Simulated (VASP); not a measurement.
# SrO in VASP: notebook, part 2 of 2

VASP 6.6.1.

## Step 5: Single point, LDA (z stretched by +0.5 %, x and y held)

INCAR

```
SYSTEM = SrO
ALGO = Normal ; EDIFF = 1E-6
ENCUT = 600 ; GGA = CA
GGA_COMPAT = .False. ; ISIF = 2
ISMEAR = 0 ; LASPH = .True.
LCHARG = .False. ; LREAL = .False.
LWAVE = .False. ; NBANDS = 15
NELM = 120 ; PREC = Accurate
SIGMA = 0.01
```

KPOINTS

```
k-points
0
Gamma
  8 8 8
  0 0 0
```

POSCAR

```
SrO
1.0
    0.0000000000      2.5321975707      2.5448585586
    2.5321975707      0.0000000000      2.5448585586
    2.5321975707      2.5321975707      0.0000000000
Sr O
1 1
Direct
    0.5000000000      0.5000000000      0.5000000000
    0.0000000000      0.0000000000      0.0000000000
```

Potentials or basis: VASP PAW LDA potentials, release 64 (Sr_sv, O).

Command:

```
$ cat potpaw_LDA.64/Sr_sv/POTCAR potpaw_LDA.64/O/POTCAR > POTCAR
$ mpirun -np 1 vasp_std > vasp.out
```

OUTCAR:

```text
SYSTEM = SrO
   EDIFF = 1E-6
   ENCUT = 600
   GGA = CA
   ISIF = 2
   ISMEAR = 0
   LASPH = .True.
   LREAL = .False.
   NELM = 120
   PREC = Accurate

 ion  position               nearest neighbor table
   1  0.500  0.500  0.500-   2 2.53   2 2.53   2 2.53   2 2.53   2 2.54   2 2.54
   2  0.000  0.000  0.000-   1 2.53   1 2.53   1 2.53   1 2.53   1 2.54   1 2.54

  LATTYP: Found a body centered tetragonal cell.
 ALAT       =     3.5810681471
 C/A-ratio  =     1.4212846302

  Lattice vectors:

[... 620 lines left out ...]
------------------------ aborting loop because EDIFF is reached ----------------------------------------

  FORCE on cell =-STRESS in cart. coord.  units (eV):
  Direction    XX          YY          ZZ          XY          YZ          ZX
  --------------------------------------------------------------------------------------
  -------------------------------------------------------------------------------------
  Total        0.0943368      0.0943368     -0.0686308      0.0000000      0.0000000     -0.0000000
  in kB        4.6313002      4.6313002     -3.3693076      0.0000000      0.0000000     -0.0000000
  external PRESSURE =       1.9644309 kB  Pullay stress =       0.0000000 kB

 VOLUME and BASIS-vectors are now :
 -----------------------------------------------------------------------------
  energy-cutoff  :      600.00
  volume of cell :       32.64
      direct lattice vectors                 reciprocal lattice vectors
     0.000000000  2.532197571  2.544858559    -0.197456946  0.197456946  0.196474574
     2.532197571  0.000000000  2.544858559     0.197456946 -0.197456946  0.196474574
     2.532197571  2.532197571  0.000000000     0.197456946  0.197456946 -0.196474574

 POSITION                                       TOTAL-FORCE (eV/Angst)
 -----------------------------------------------------------------------------------
      2.53220      2.53220      2.54486         0.000000      0.000000     -0.000000
      0.00000      0.00000      0.00000         0.000000      0.000000      0.000000
 -----------------------------------------------------------------------------------
    total drift:                               -0.000000      0.000000      0.000000

  FREE ENERGIE OF THE ION-ELECTRON SYSTEM (eV)
  ---------------------------------------------------
  free  energy   TOTEN  =       -13.3891911674 eV

  energy  without entropy=      -13.3891911674  energy(sigma->0) =      -13.38919117
```

OSZICAR:

```text
N       E                     dE             d eps       ncg     rms          rms(c)
DAV:   1     0.690451237071E+02    0.69045E+02   -0.85554E+03  1770   0.113E+03
DAV:   2    -0.120590915930E+02   -0.81104E+02   -0.74329E+02  2453   0.236E+02
DAV:   3    -0.155038958484E+02   -0.34448E+01   -0.34238E+01  2576   0.418E+01
DAV:   4    -0.155834737928E+02   -0.79578E-01   -0.79567E-01  2174   0.465E+00
DAV:   5    -0.155840007420E+02   -0.52695E-03   -0.52695E-03  2242   0.344E-01    0.186E+01
DAV:   6    -0.136098618135E+02    0.19741E+01   -0.62462E+00  1826   0.197E+01    0.225E+01
DAV:   7    -0.134382162674E+02    0.17165E+00   -0.31842E-01  2113   0.504E+00    0.125E+01
DAV:   8    -0.133883125236E+02    0.49904E-01   -0.13224E-01  2393   0.329E+00    0.142E+00
DAV:   9    -0.133892686016E+02   -0.95608E-03   -0.57395E-03  2748   0.448E-01    0.333E-01
DAV:  10    -0.133891750045E+02    0.93597E-04   -0.17571E-04  2043   0.135E-01    0.182E-01
DAV:  11    -0.133891897165E+02   -0.14712E-04   -0.72932E-05  2029   0.845E-02    0.197E-02
DAV:  12    -0.133891911404E+02   -0.14239E-05   -0.49981E-06  2127   0.181E-02    0.447E-03
DAV:  13    -0.133891911674E+02   -0.26931E-07   -0.19804E-07   997   0.451E-03
   1 F= -.13389191E+02 E0= -.13389191E+02  d E =-.275468-118
```

stdout:

```text
POSCAR found type information on POSCAR SrO
 POSCAR found :  2 types and       2 ions
 scaLAPACK will be used
 LDA part: xc-table for (Slater(with rela. corr.)+CA(PZ))
 , standard interpolation
 POSCAR, INCAR and KPOINTS ok, starting setup
 FFT: planning ... GRIDC
 FFT: planning ... GRID_SOFT
 FFT: planning ... GRID
 WAVECAR not read
 entering main loop
```

It took 33 s on 1 thread of Intel Xeon Platinum 8259CL at 2.50GHz (Skylake/Cascade Lake), shared host; peak memory 0.17 GiB.

Results:

| Property | Result |
| --- | --- |
| Free energy | -13.3892 eV |
| Pressure | 0.2 GPa |
| Band gap on the k mesh | 3.05 eV (least direct gap 3.10 eV) |

Caveat: the cell differs from its parent crystal (z stretched by +0.5 %, x and y held). A k mesh can miss the band edges.

## Step 6: Single point, LDA (atom 1 moved by [-0.01, -0.01, -0.01] A)

INCAR

```
SYSTEM = SrO
ALGO = Normal
EDIFF = 1E-6
ENCUT = 600
GGA_COMPAT = .FALSE.
ISIF = 2
ISMEAR = 0
LASPH = .TRUE.
LCHARG = .FALSE.
LREAL = .FALSE.
LWAVE = .FALSE.
NBANDS = 15
NELM = 120
PREC = Accurate
SIGMA = 0.01
```

KPOINTS

```
k-points
0
G
  8 8 8
  0 0 0
```

POSCAR

```
SrO
1.0
    0.0000000000      2.5321975707      2.5321975707
    2.5321975707      0.0000000000      2.5321975707
    2.5321975707      2.5321975707      0.0000000000
Sr O
1 1
Direct
    0.4980254305      0.4980254305      0.4980254305
    0.0000000000      0.0000000000      0.0000000000
```

Potentials or basis: VASP PAW LDA potentials, release 64 (Sr_sv, O).

Command:

```
$ cat potpaw_LDA.64/Sr_sv/POTCAR potpaw_LDA.64/O/POTCAR > POTCAR
$ mpirun -np 1 vasp_std > vasp.out
```

OUTCAR:

```text
SYSTEM = SrO
   EDIFF = 1E-6
   ENCUT = 600
   ISIF = 2
   ISMEAR = 0
   LASPH = .TRUE.
   LREAL = .FALSE.
   NELM = 120
   PREC = Accurate

 ion  position               nearest neighbor table
   1  0.498  0.498  0.498-   2 2.52   2 2.52   2 2.52   2 2.54   2 2.54   2 2.54
   2  0.000  0.000  0.000-   1 2.52   1 2.52   1 2.52   1 2.54   1 2.54   1 2.54

  LATTYP: Found a face centered cubic cell.
 ALAT       =     5.0643951414

  Lattice vectors:

 A1 = (   0.0000000000,   2.5321975707,   2.5321975707)
 A2 = (   2.5321975707,   0.0000000000,   2.5321975707)
 A3 = (   2.5321975707,   2.5321975707,   0.0000000000)

Analysis of symmetry for initial positions (statically):
=====================================================================
 Subroutine PRICEL returns:
 Original cell was already a primitive cell.

 Routine SETGRP: Setting up the symmetry group for a
 face centered cubic supercell.

 Subroutine GETGRP returns: Found  6 space group operations
 (whereof  6 operations were pure point group operations)
 out of a pool of 48 trial point group operations.

The static configuration has the point symmetry C_3v.

Analysis of symmetry for dynamics (positions and initial velocities):
=====================================================================
 Subroutine PRICEL returns:
 Original cell was already a primitive cell.

 Routine SETGRP: Setting up the symmetry group for a
 face centered cubic supercell.

 Subroutine GETGRP returns: Found  6 space group operations
 (whereof  6 operations were pure point group operations)
 out of a pool of 48 trial point group operations.

The dynamic configuration has the point symmetry C_3v.

 Subroutine INISYM returns: Found  6 space group operations
 (whereof  6 operations are pure point group operations),
 and found     1 'primitive' translations

----------------------------------------------------------------------------------------

                                     Primitive cell

  volume of cell :      32.4730
[... 119 lines left out ...]
   LRPA    =     F    only Hartree local field effects (RPA)
 non-spin polarized calculation
 Gauss-broadening in eV      SIGMA  =   0.01
  energy-cutoff  :      600.00
  volume of cell :       32.47
 maximum number of plane-waves:      1106
 NGX is ok and might be reduce to    30
   NGX = 15   NGY = 15   NGZ = 15

 number of electron      15.9999999 magnetization

 Free energy of the ion-electron system (eV)
  ---------------------------------------------------
  ext. energy  EPLUGINS =         0.00000000
  ---------------------------------------------------
  free energy    TOTEN  =       -13.38838974 eV

  energy without entropy =      -13.38838974  energy(sigma->0) =      -13.38838974

 E-fermi :   1.6268     XC(G=0): -10.7431

 val. band max:        1.5692162772   @ k =   0.0000   0.0000   0.0000
 cond. band min:       4.6332321411   @ k =   0.5000   0.5000   0.0000
 fundamental gap:      3.0640158639
 Fermi energy:         1.6268176329

 k-point     1 :       0.0000    0.0000    0.0000
  band No.  band energies     occupation
      1     -30.3652      2.00000
      2     -13.2492      2.00000
      3     -12.0378      2.00000
      4     -12.0378      2.00000
      5     -12.0369      2.00000
      6       1.5689      2.00000
      7       1.5692      2.00000
      8       1.5692      2.00000
      9       5.7024      0.00000
     10       7.7693      0.00000
     11       7.7693      0.00000
     12       7.7708      0.00000
     13      10.1013      0.00000
     14      10.1013      0.00000
[... 401 lines left out ...]
      2     -14.4806      2.00000
      3     -12.2870      2.00000
      4     -12.0736      2.00000
      5     -11.0445      2.00000
      6      -0.1328      2.00000
      7       0.5499      2.00000
      8       1.0821      2.00000
      9       7.4531      0.00000
     10       8.4492      0.00000
     11       9.1915      0.00000
     12      10.1437      0.00000
     13      12.1773      0.00000
     14      12.5574      0.00000
     15      18.1031      0.00000

 [... further k-points ...]

------------------------ aborting loop because EDIFF is reached ----------------------------------------

  FORCE on cell =-STRESS in cart. coord.  units (eV):
  Direction    XX          YY          ZZ          XY          YZ          ZX
  --------------------------------------------------------------------------------------
  -------------------------------------------------------------------------------------
  Total        0.1484866      0.1484866      0.1484866     -0.0004067     -0.0004067     -0.0004067
  in kB        7.3261398      7.3261398      7.3261398     -0.0200663     -0.0200663     -0.0200663
  external PRESSURE =       7.3261398 kB  Pullay stress =       0.0000000 kB

 VOLUME and BASIS-vectors are now :
 -----------------------------------------------------------------------------
  energy-cutoff  :      600.00
  volume of cell :       32.47
      direct lattice vectors                 reciprocal lattice vectors
     0.000000000  2.532197571  2.532197571    -0.197456946  0.197456946  0.197456946
     2.532197571  0.000000000  2.532197571     0.197456946 -0.197456946  0.197456946
     2.532197571  2.532197571  0.000000000     0.197456946  0.197456946 -0.197456946

 POSITION                                       TOTAL-FORCE (eV/Angst)
 -----------------------------------------------------------------------------------
      2.52220      2.52220      2.52220         0.024989      0.024989      0.024989
      0.00000      0.00000      0.00000        -0.024989     -0.024989     -0.024989
 -----------------------------------------------------------------------------------
    total drift:                               -0.000004     -0.000004     -0.000004

  FREE ENERGIE OF THE ION-ELECTRON SYSTEM (eV)
  ---------------------------------------------------
  free  energy   TOTEN  =       -13.3883897442 eV

  energy  without entropy=      -13.3883897442  energy(sigma->0) =      -13.38838974
```

OSZICAR:

```text
N       E                     dE             d eps       ncg     rms          rms(c)
DAV:   1     0.697285585488E+02    0.69729E+02   -0.86502E+03  1950   0.114E+03
DAV:   2    -0.118818196768E+02   -0.81610E+02   -0.74307E+02  2680   0.236E+02
DAV:   3    -0.155166963013E+02   -0.36349E+01   -0.36157E+01  2923   0.429E+01
DAV:   4    -0.155849892370E+02   -0.68293E-01   -0.68283E-01  2344   0.456E+00
DAV:   5    -0.155854281776E+02   -0.43894E-03   -0.43894E-03  2504   0.315E-01    0.188E+01
DAV:   6    -0.136073465040E+02    0.19781E+01   -0.62309E+00  1978   0.197E+01    0.227E+01
DAV:   7    -0.134373789246E+02    0.16997E+00   -0.31517E-01  2349   0.503E+00    0.126E+01
DAV:   8    -0.133875206207E+02    0.49858E-01   -0.13172E-01  2594   0.328E+00    0.144E+00
DAV:   9    -0.133884616421E+02   -0.94102E-03   -0.56522E-03  3090   0.445E-01    0.334E-01
DAV:  10    -0.133883731618E+02    0.88480E-04   -0.17535E-04  2244   0.135E-01    0.182E-01
DAV:  11    -0.133883883711E+02   -0.15209E-04   -0.71686E-05  2286   0.836E-02    0.198E-02
DAV:  12    -0.133883897197E+02   -0.13486E-05   -0.48290E-06  2251   0.180E-02    0.457E-03
DAV:  13    -0.133883897442E+02   -0.24480E-07   -0.18944E-07  1129   0.449E-03
   1 F= -.13388390E+02 E0= -.13388390E+02  d E =-.115376E-18
```

stdout:

```text
POSCAR found type information on POSCAR SrO
 POSCAR found :  2 types and       2 ions
 scaLAPACK will be used
 LDA part: xc-table for (Slater(with rela. corr.)+CA(PZ))
 , standard interpolation
 POSCAR, INCAR and KPOINTS ok, starting setup
 FFT: planning ... GRIDC
 FFT: planning ... GRID_SOFT
 FFT: planning ... GRID
 WAVECAR not read
 entering main loop
```

Wall time 34 s (1 thread of Intel Xeon Platinum 8259CL at 2.50GHz (Skylake/Cascade Lake), shared host); peak memory 0.18 GiB.

Results:

```yaml
Free_energy: -13.3884 eV
Pressure: 0.7 GPa
Largest_force: 0.043 eV/Å
Band_gap_on_the_k_mesh: 3.06 eV (least direct gap 3.11 eV)
```

Forces in eV/Å, atoms in the order of the input:
```
Sr   0.025  0.025  0.025
O   -0.025 -0.025 -0.025
```

Caveat: the cell differs from its parent crystal (atom 1 moved by [-0.01, -0.01, -0.01] A). A k mesh can miss the band edges.

## Step 7: Overview

| cell | gap on the mesh (eV) | pressure (GPa) |
| --- | --- | --- |
| a = 3.563 Å, angles 60.0°, 2 atoms, atomic positions A | 3.05 | 2.4 |
| a = 3.581 Å, angles 60.0°, 2 atoms, atomic positions A | 3.06 | 0.7 |
| a = 3.599 Å, angles 60.0°, 2 atoms, atomic positions A | 3.08 | -0.8 |
| a = 3.590, b = 3.590, c = 3.581 Å, angles 60.1, 60.1, 59.8°, 2 atoms, atomic positions A | 3.05 | 0.2 |
| a = 3.581 Å, angles 60.0°, 2 atoms, atomic positions B | 3.06 | 0.7 |

Alike in all rows: task single point; level LDA; potentials or basis VASP PAW LDA potentials, release 64 (Sr_sv, O); no spin polarisation; k mesh 8 × 8 × 8; cutoff (eV) 600; smearing gaussian 0.01 eV.

Total energies depend on the potentials used, so only differences within one code and one set of settings carry meaning.
